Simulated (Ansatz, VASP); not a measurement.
## W16F in VASP and in Ansatz

```
CELL_PARAMETERS angstrom
6.36841 0.00000 0.00000
0.00000 6.36841 0.00000
0.00000 0.00000 6.36841
ATOMIC_POSITIONS crystal
W 0.00580 0.99945 0.99680
W 0.25092 0.24457 0.23794
W 0.00217 0.99945 0.49062
W 0.25092 0.24820 0.74413
W 0.00206 0.49945 0.99531
W 0.25092 0.75433 0.23794
W 0.03050 0.49945 0.47165
W 0.25092 0.75070 0.74413
W 0.49604 0.99945 0.99680
W 0.75092 0.24831 0.23943
W 0.49967 0.99945 0.49062
W 0.75092 0.21987 0.76310
W 0.49980 0.49945 0.99530
W 0.75092 0.75058 0.23944
W 0.47134 0.49945 0.47164
W 0.75093 0.77903 0.76310
F 0.75092 0.49945 0.61737
```

Alike in both runs: functional PBE; k mesh 3 × 3 × 3; occupations methfessel-paxton of order 1, width 0.1 eV; no spin polarisation.

Ansatz relaxed the structure, and its values are those at the end. VASP's run is a single point on that final structure, the one shown.

```csv
,VASP,Ansatz
version,VASP 6.6.1,Ansatz 0.2.0
potentials or method,"VASP PAW PBE potentials, release 64 (W_sv, F), cutoff 520 eV",plane-wave PAW DFT
valence electrons in the cell,231,231
```

Ansatz gave:

```
rms of the force components (eV/Å) : 0.001
```

Problem. Which values does VASP return?

Solution. rms of the force components (eV/Å): 0.033.

Neither program's run includes spin-orbit coupling.
